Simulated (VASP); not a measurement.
# Hg (P6_3/mmc) in VASP: a series of runs

Runs on Hg. Level: PBEsol+D3(BJ). Tasks: single point.

All numbers are computed with VASP 6.6.1; they aren't measurements. Logs are shortened: lines on timing, memory, paths and dates and some standing lists are left out, and cuts for length are marked.

### 1 The cell of the first run

The structure is hexagonal, space group P6_3/mmc (No. 194). The conventional cell has a = 3.233 Å, b = 3.233 Å, c = 5.237 Å, α = 90.00°, β = 90.00°, γ = 120.00°. Hg (site symmetry -6m2) has 12 Hg at 3.22 to 3.23 Å within 4.2 Å.

### 2 Single point, PBEsol+D3(BJ)

INCAR reads:

```
PREC = Accurate
ENCUT = 520
EDIFF = 1E-6
ISMEAR = 0
SIGMA = 0.15
LREAL = False
LASPH = True
NELM = 60
ALGO = Fast
ISIF = 2
LWAVE = False
LCHARG = True
GGA = PS
IVDW = 12
LELF = True
LVHAR = True
NBANDS = 19
```

KPOINTS reads:

```
regular mesh
0
Gamma
  18 18 10
```

POSCAR reads:

```
Hg
1.0
    3.2329000000      0.0000000000      0.0000000000
   -1.6164500000      2.7997735279      0.0000000000
    0.0000000000      0.0000000000      5.2374000000
Hg
2
Direct
    0.6666666667      0.3333333333      0.7500000000
    0.3333333333      0.6666666667      0.2500000000
```

Potentials or basis: VASP PAW PBE potentials, release 64 (Hg).

On the command line:

```bash
> cat potpaw_PBE.64/Hg/POTCAR > POTCAR
> mpirun -np 1 vasp_std > vasp.out
```

OUTCAR:

```text
PREC = Accurate
   ENCUT = 520
   EDIFF = 1E-6
   ISMEAR = 0
   LREAL = False
   LASPH = True
   NELM = 60
   ISIF = 2
   GGA = PS
   IVDW = 12
 IVDW          = 12

 ion  position               nearest neighbor table
   1  0.667  0.333  0.750-   2 3.22   2 3.22   2 3.22   2 3.22   2 3.22   2 3.22
   2  0.333  0.667  0.250-   1 3.22   1 3.22   1 3.22   1 3.22   1 3.22   1 3.22

  LATTYP: Found a hexagonal cell.
 ALAT       =     3.2329000000
 C/A-ratio  =     1.6200315506

  Lattice vectors:

 A1 = (   3.2329000000,   0.0000000000,   0.0000000000)
 A2 = (  -1.6164500000,   2.7997735279,   0.0000000000)
 A3 = (   0.0000000000,   0.0000000000,   5.2374000000)

Analysis of symmetry for initial positions (statically):
=====================================================================
 Subroutine PRICEL returns:
 Original cell was already a primitive cell.

 Routine SETGRP: Setting up the symmetry group for a
 hexagonal supercell.

 Subroutine GETGRP returns: Found 24 space group operations
 (whereof 12 operations were pure point group operations)
 out of a pool of 24 trial point group operations.

The static configuration has the point symmetry D_3d.
 The point group associated with its full space group is D_6h.

Analysis of symmetry for dynamics (positions and initial velocities):
=====================================================================
 Subroutine PRICEL returns:
 Original cell was already a primitive cell.

 Routine SETGRP: Setting up the symmetry group for a
 hexagonal supercell.

 Subroutine GETGRP returns: Found 24 space group operations
 (whereof 12 operations were pure point group operations)
 out of a pool of 24 trial point group operations.

The dynamic configuration has the point symmetry D_3d.
 The point group associated with its full space group is D_6h.

 Subroutine INISYM returns: Found 24 space group operations
 (whereof 12 operations are pure point group operations),
 and found     1 'primitive' translations

----------------------------------------------------------------------------------------

                                     Primitive cell

  volume of cell :      47.4057

  direct lattice vectors                    reciprocal lattice vectors
     3.232900000  0.000000000  0.000000000     0.309319806  0.178585873  0.000000000
    -1.616450000  2.799773528  0.000000000     0.000000000  0.357171746  0.000000000
     0.000000000  0.000000000  5.237400000     0.000000000  0.000000000  0.190934433

  length of vectors
     3.232900000  3.232900000  5.237400000     0.357171746  0.357171746  0.190934433

  position of ions in fractional coordinates (direct lattice)
     0.666666667  0.333333333  0.750000000
     0.333333333  0.666666667  0.250000000

  ion indices of the primitive-cell ions
   primitive index   ion index
                 1           1
                 2           2

----------------------------------------------------------------------------------------

 KPOINTS: regular mesh

Automatic generation of k-mesh.
 Grid dimensions read from file:
 generate k-points for:   18   18   10

 Generating k-lattice:

  Cartesian coordinates                     Fractional coordinates (reciprocal lattice)
     0.017184434  0.009921437  0.000000000     0.055555556  0.000000000  0.000000000
     0.000000000  0.019842875  0.000000000     0.000000000  0.055555556  0.000000000
     0.000000000  0.000000000  0.019093443     0.000000000  0.000000000  0.100000000

  Length of vectors
     0.019842875  0.019842875  0.019093443

  Shift w.r.t. Gamma in fractional coordinates (k-lattice)
     0.000000000  0.000000000  0.000000000

 Subroutine IBZKPT returns following result:
 ===========================================

 Found    222 irreducible k-points:

 Following reciprocal coordinates:
            Coordinates               Weight
  0.000000  0.000000  0.000000      1.000000
  0.055556  0.000000  0.000000      6.000000
  0.111111  0.000000  0.000000      6.000000
  0.166667  0.000000  0.000000      6.000000
  0.222222  0.000000  0.000000      6.000000
  0.277778  0.000000  0.000000      6.000000
[... 16 lines left out ...]
  0.333333  0.111111  0.000000     12.000000
  0.388889  0.111111  0.000000     12.000000
 [... further k-points ...]
   k-points           NKPTS =    222   k-points in BZ     NKDIM =    222   number of bands    NBANDS=     19
   number of dos      NEDOS =    301   number of ions     NIONS =      2
   total plane-waves  NPLWV =  23040
   dimension x,y,z NGX =    24 NGY =   24 NGZ =   40
   dimension x,y,z NGXF=    48 NGYF=   48 NGZF=   80
   ions per type =               2
   NGX,Y,Z   is equivalent  to a cutoff of  12.34, 12.34, 12.70 a.u.
   NGXF,Y,Z  is equivalent  to a cutoff of  24.68, 24.68, 25.39 a.u.
 SYSTEM =  unknown system
   PREC   = accura    normal or accurate (medium, high low for compatibility)
   ISTART =      0    job   : 0-new  1-cont  2-samecut
   ICHARG =      2    charge: 1-file 2-atom 10-const
   ISPIN  =      1    spin polarized calculation?
   LNONCOLLINEAR =      F non collinear calculations
   LSORBIT =      F    spin-orbit coupling
   LASPH  =      T    aspherical Exc in radial PAW
   ENCUT  =  520.0 eV  38.22 Ry    6.18 a.u.   6.01  6.01  9.74*2*pi/ulx,y,z
   NELM   =     60;   NELMIN=  2; NELMDL= -5     # of ELM steps
   EDIFF  = 0.1E-05   stopping-criterion for ELM
   LREAL  =      F    real-space projection
   EDIFFG = 0.1E-04   stopping-criterion for IOM
   NSW    =      0    number of steps for IOM
   IBRION =     -1    ionic relax: 0-MD 1-quasi-New 2-CG
   NFREE  =      0    steps in history (QN), initial steepest desc. (CG)
   ISIF   =      2    stress and relaxation
   ISYM   =      2    0-nonsym 1-usesym 2-fastsym
   POTIM  = 0.5000    time-step for ionic-motion
   TEBEG  =    0.0;   TEEND  =   0.0 temperature during run
   PSTRESS=    0.0 pullay stress
   NELECT =      24.0000    total number of electrons
   NUPDOWN=      -1.0000    fix difference up-down
   EMIN   =  10.00;   EMAX   =-10.00  energy-range for DOS
   EFERMI =   0.00;   METHOD = LEGACY
   ISMEAR =     0;   SIGMA  =   0.15  broadening in eV -4-tet -1-fermi 0-gaus
   EFERMI_NEDOS =   21; number of points for ismear=-14 and -15
   IALGO  =     68    algorithm
   IMIX   =      4    mixing-type and parameters
     AMIX     =   0.40;   BMIX     =  1.00
     AMIX_MAG =   1.60;   BMIX_MAG =  1.00
  volume/ion in A,a.u.               =      23.70       159.95
  Fermi-wavevector in a.u.,A,eV,Ry     =   1.304773  2.465663 23.162999  1.702432
  Thomas-Fermi vector in A             =   2.435686
   LORBIT       =      0    0 simple, 1 ext, 2 COOP (PROOUT), +10 PAW based schemes
   GGA     = PS    functional components
   LHFCALC =     F    Hartree Fock is set to
   AEXX    =    0.0000 exact exchange contribution
   IVDW    =    12    specifies the selected vdW correction
   LEPSILON=     F    determine dielectric tensor
   LRPA    =     F    only Hartree local field effects (RPA)
 non-spin polarized calculation
 RMM-DIIS sequential band-by-band and
 Gauss-broadening in eV      SIGMA  =   0.15
  energy-cutoff  :      520.00
  volume of cell :       47.41
 maximum number of plane-waves:      1302
   NGX = 13   NGY = 13   NGZ = 19

 number of electron      23.9999993 magnetization

 Free energy of the ion-electron system (eV)
  ---------------------------------------------------
  ext. energy  EPLUGINS =         0.00000000
  ---------------------------------------------------
  free energy    TOTEN  =        -1.08957936 eV

  energy without entropy =       -1.08142884  energy(sigma->0) =       -1.08550410

 E-fermi :   2.3151     XC(G=0): -11.0268

 val. band max:        2.3045962534   @ k =   0.3333   0.1111   0.1000
 cond. band min:       2.3328183723   @ k =   0.3889   0.0000   0.0000
 fundamental gap:      0.0282221189
 Fermi energy:         2.3150628648

 k-point     1 :       0.0000    0.0000    0.0000
  band No.  band energies     occupation
      1      -6.5447      2.00000
      2      -5.4319      2.00000
      3      -4.4214      2.00000
      4      -4.3660      2.00000
      5      -4.3660      2.00000
      6      -4.2271      2.00000
[... 11 lines left out ...]
     18      16.9974      0.00000
     19      17.3611      0.00000

 k-point     2 :       0.0556    0.0000    0.0000
  band No.  band energies     occupation
      1      -6.4753      2.00000
      2      -5.3935      2.00000
      3      -4.4592      2.00000
      4      -4.3363      2.00000
      5      -4.3257      2.00000
      6      -4.2362      2.00000
[... 11 lines left out ...]
     18      17.2640      0.00000
     19      17.7720      0.00000

 k-point     3 :       0.1111    0.0000    0.0000
  band No.  band energies     occupation
      1      -6.2727      2.00000
      2      -5.2891      2.00000
      3      -4.5166      2.00000
      4      -4.2822      2.00000
      5      -4.2497      2.00000
      6      -4.2266      2.00000
[... 11 lines left out ...]
     18      17.3314      0.00000
     19      17.7645      0.00000

 k-point     4 :       0.1667    0.0000    0.0000
  band No.  band energies     occupation
      1      -5.9588      2.00000
      2      -5.1594      2.00000
      3      -4.5530      2.00000
      4      -4.3049      2.00000
      5      -4.2549      2.00000
      6      -4.1582      2.00000
[... 407 lines left out ...]
     18      14.1103      0.00000
     19      14.8130      0.00000

 k-point    23 :       0.3333    0.1111    0.0000
  band No.  band energies     occupation
      1      -5.1347      2.00000
      2      -5.0163      2.00000
      3      -4.9326      2.00000
      4      -4.4322      2.00000
      5      -4.1126      2.00000
      6      -4.0912      2.00000
[... 11 lines left out ...]
     18      13.6517      0.00000
     19      14.4994      0.00000

 k-point    24 :       0.3889    0.1111    0.0000
  band No.  band energies     occupation
      1      -5.1826      2.00000
      2      -5.0245      2.00000
      3      -5.0105      2.00000
      4      -4.4474      2.00000
      5      -4.1356      2.00000
      6      -4.0536      2.00000
[... 11 lines left out ...]
     18      13.3600      0.00000
     19      14.3090      0.00000

 [... further k-points ...]

------------------------ aborting loop because EDIFF is reached ----------------------------------------

 Edisp (eV)   -0.84137

 E8    (eV) :    -0.5705

  FORCE on cell =-STRESS in cart. coord.  units (eV):
  Direction    XX          YY          ZZ          XY          YZ          ZX
  --------------------------------------------------------------------------------------
  -------------------------------------------------------------------------------------
  Total      -0.70957    -0.70957    -0.85499    -0.00000    -0.00000     0.00000
  in kB     -23.98150   -23.98150   -28.89617    -0.00000    -0.00000     0.00000
  external pressure =      -25.62 kB  Pullay stress =        0.00 kB

 VOLUME and BASIS-vectors are now :
 -----------------------------------------------------------------------------
  energy-cutoff  :      520.00
  volume of cell :       47.41
      direct lattice vectors                 reciprocal lattice vectors
     3.232900000  0.000000000  0.000000000     0.309319806  0.178585873  0.000000000
    -1.616450000  2.799773528  0.000000000     0.000000000  0.357171746  0.000000000
     0.000000000  0.000000000  5.237400000     0.000000000  0.000000000  0.190934433

 POSITION                                       TOTAL-FORCE (eV/Angst)
 -----------------------------------------------------------------------------------
      1.61645      0.93326      3.92805         0.000000     -0.000000      0.000000
     -0.00000      1.86652      1.30935        -0.000000      0.000000      0.000000
 -----------------------------------------------------------------------------------
    total drift:                               -0.000000      0.000000     -0.000000

  FREE ENERGIE OF THE ION-ELECTRON SYSTEM (eV)
  ---------------------------------------------------
  free  energy   TOTEN  =        -1.9309541558 eV

  energy  without entropy=       -1.9228036322  energy(sigma->0) =       -1.92687889
```

Wall time 1.7 min (1 thread of Oxide Virtual Turin-like, shared host); peak memory 0.25 GiB.

Results:

```
Free energy                : -1.9310 eV
Pressure                   : -2.6 GPa
Band gap on the k mesh     : zero (bands 12 and 13 overlap by 1.55 eV)
Dispersion energy per atom : -0.421 eV
```

Stress tensor (GPa, compression positive):
```
-2.40  0.00  0.00
 0.00 -2.40  0.00
 0.00  0.00 -2.89
```

Caveat: the PAW data sets were made with another functional, which shifts forces and pressure a little; spin-orbit coupling is left out, which moves the levels of the heavy elements.

[end of part 1 of 2]

The gap in the log of VASP goes by the Fermi energy; the results here count the filled bands.